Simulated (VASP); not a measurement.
Input of a VASP 6.6.1 run:

POSCAR

```
W
1.0
   -1.6862172057      1.6862172057      1.4332846249
    1.6862172057     -1.6862172057      1.4332846249
    1.6862172057      1.6862172057     -1.4332846249
W
1
Direct
    0.0000000000      0.0000000000      0.0000000000
```

File INCAR.step1:

```
SYSTEM = W
PREC = Accurate ; ENCUT = 520
ISMEAR = 0 ; SIGMA = 0.15
LREAL = .False. ; LASPH = .True.
NELM = 100 ; NBANDS = 13
GGA = PE ; ALGO = Normal
EDIFF = 1E-4 ; LWAVE = .True.
LCHARG = .False.
```

File INCAR.step2:

```
SYSTEM = W
PREC = Accurate ; ENCUT = 520
EDIFF = 1E-6 ; ISMEAR = 0
SIGMA = 0.15 ; LREAL = .False.
LASPH = .True. ; NELM = 100
ALGO = Normal ; ISIF = 2
LWAVE = .False. ; LCHARG = .False.
METAGGA = R2SCAN ; LMIXTAU = .True.
NBANDS = 13 ; ISTART = 1
```

The input KPOINTS:

```
Automatic mesh
0
Gamma
  24 24 24
  0 0 0
```

Potentials or basis: VASP PAW PBE potentials, release 64 (W_sv).

Run with:

```bash
$ cat potpaw_PBE.64/W_sv/POTCAR > POTCAR
$ cp INCAR.step1 INCAR
$ mpirun -np 1 vasp_std > vasp.out
$ cp INCAR.step2 INCAR
$ mpirun -np 1 vasp_std > vasp.out
```

Problem. Estimate the pressure.

Solution. -2.0 GPa.

Problem. Estimate the band gap on the k mesh.

Solution. Zero (bands 7 and 8 overlap by 6.57 eV).

Stress tensor (GPa, compression positive):
```
-16.61   0.00   0.00
  0.00 -16.61   0.00
  0.00   0.00  27.07
```

Caveat: the stress differs along the axes, from -17 to 27 GPa; the PAW data sets were made with another functional, which shifts forces and pressure a little; spin-orbit coupling is left out, which moves the levels of the heavy elements.
